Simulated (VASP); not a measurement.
The system is Ti.

```
CELL_PARAMETERS angstrom
4.57979 0.00000 0.00000
-2.28990 3.96622 0.00000
0.00000 0.00000 2.83141
ATOMIC_POSITIONS crystal
Ti 0.00000 0.00000 0.00000
Ti 0.33333 0.66667 0.50000
Ti 0.66667 0.33333 0.50000
```

| Quantity | Value |
| --- | --- |
| Program | VASP 6.6.1 |
| Task | relaxation of cell and atoms |
| Functional | PBEsol |
| Potentials or basis | VASP PAW PBE potentials, release 64 (Ti_sv) |
| Cutoff | 600 eV |
| k mesh | 12 × 12 × 14 |
| Occupations | gaussian, width 0.1 eV |
| Spin | no spin polarisation |

At the start: pressure -4.7 GPa; volume 17.14 Å³/atom.

Task: How do energy, volume and symmetry change on relaxing?

Result: Over 9 steps the energy falls by 10.7 meV/atom and the volume is 16.44 Å³/atom (-4.1 %); space group P6/mmm (No. 191, to 0.05 Å).

Step by step:
| step | energy change (eV) | largest force (eV/Å) | pressure (GPa) | volume (Å³) |
| --- | --- | --- | --- | --- |
| 1 | 0.0000 | 0.0000 | -4.71 | 51.43 |
| 2 | -0.0133 | 0.0000 | 3.93 | 47.77 |
| 3 | -0.0320 | 0.0000 | -0.03 | 49.32 |
| 4 | -0.0321 | 0.0000 | 0.05 | 49.28 |
| 5 | -0.0322 | 0.0000 | 0.06 | 49.28 |
| 6 | -0.0322 | 0.0000 | 0.06 | 49.28 |
| 7 | -0.0322 | 0.0000 | 0.05 | 49.28 |
| 8 | -0.0322 | 0.0000 | 0.05 | 49.28 |
| 9 | -0.0322 | 0.0000 | -0.02 | 49.32 |

Final structure:
```yaml
crystal:
  lattice:
    - [4.51141, 0.00000, 0.00000]
    - [-2.25570, 3.90699, 0.00000]
    - [0.00000, 0.00000, 2.79789]
  atoms:
    - { symbol: Ti, position: [0.00000, 0.00000, 0.00000] }
    - { symbol: Ti, position: [0.33333, 0.66667, 0.50000] }
    - { symbol: Ti, position: [0.66667, 0.33333, 0.50000] }
```

Caveat: the PAW data sets were made with another functional, which shifts forces and pressure a little.
